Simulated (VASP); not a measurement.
Input of a VASP 6.6.1 run:

INCAR

```
PREC     = Accurate       # precision mode
ENCUT    = 520            # plane-wave cutoff, eV
EDIFF    = 1E-7           # SCF threshold, eV
ISMEAR   = -1             # smearing method
SIGMA    = 0.05           # smearing width, eV
LREAL    = F              # projectors in reciprocal space
LASPH    = T              # aspherical terms in the spheres
NELM     = 100            # most SCF steps
ALGO     = Normal         # electronic algorithm
ISIF     = 2              # what is computed and relaxed
LWAVE    = F              # write WAVECAR
LCHARG   = F              # write CHGCAR
GGA      = PS             # functional
NBANDS   = 9              # bands
```

KPOINTS

```
regular mesh
0
Gamma
  13 13 8
```

The input POSCAR:

```
Be
1.0
    2.2046430626      0.0000000000      0.0000000000
   -1.1023215313      1.9092768985      0.0000000000
    0.0000000000      0.0000000000      3.4666406504
Be
2
Direct
    0.6666666667      0.3333333333      0.7500000000
    0.3333333333      0.6666666667      0.2500000000
```

Potentials or basis: VASP PAW PBE potentials, release 64 (Be).

Run with:

```sh
$ cat potpaw_PBE.64/Be/POTCAR > POTCAR
$ mpirun -np 1 vasp_std > vasp.out
```

Predict the band gap on the k mesh.

zero (band 2 reaches 8.81 eV, above the bottom of band 3 at 7.15 eV).

Estimate the pressure.

10.6 GPa.

Stress tensor (GPa, compression positive):
```
10.52  0.00  0.00
 0.00 10.52  0.00
 0.00  0.00 10.66
```

Caveat: the PAW data sets were made with another functional, which shifts forces and pressure a little.
